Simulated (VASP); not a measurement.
Ti3Al, 4 atoms in the cell. The structure is cubic, space group Fm-3m (No. 225). Conventional cell: a = 6.347 Å, b = 6.347 Å, c = 6.347 Å, α = 90.00°, β = 90.00°, γ = 90.00°. Ti (site symmetry -43m) has 4 Al at 2.75 Å and 10 Ti at 2.75 to 3.17 Å within 3.6 Å. Ti (site symmetry m-3m) has 8 Ti at 2.75 Å and 6 Al at 3.17 Å within 3.6 Å. Al (site symmetry m-3m) has 14 Ti at 2.75 to 3.17 Å within 3.6 Å. 

```yaml
Program: VASP 6.6.1
Task: single point
Functional: r2SCAN
Potentials_or_basis: VASP PAW PBE potentials, release 64 (Ti_sv, Al)
Cutoff: 520 eV
k_mesh: 6 × 6 × 6
Occupations: methfessel-paxton, width 0.15 eV
Spin: no spin polarisation
Dipole_correction: no
Further_INCAR_settings: ALGO = Normal; EDIFF = 1e-07; NBANDS = 28
```

Potentials or basis: VASP PAW PBE potentials, release 64 (Ti_sv, Al).

Command:

```sh
$ cat potpaw_PBE.64/Ti_sv/POTCAR potpaw_PBE.64/Al/POTCAR > POTCAR
$ cp INCAR.step1 INCAR
$ mpirun -np 1 vasp_std > vasp.out
$ cp INCAR.step2 INCAR
$ mpirun -np 1 vasp_std > vasp.out
```

Hardware: 1 thread of Intel(R) Xeon(R) 6975P-C (Granite Rapids) (shared host).

Question: How long does it take, and how much memory?

Answer: Run time: 68 s on 1 thread of Intel(R) Xeon(R) 6975P-C (Granite Rapids), with other jobs on the host, peak memory 0.21 GiB. Counts: k points 16.
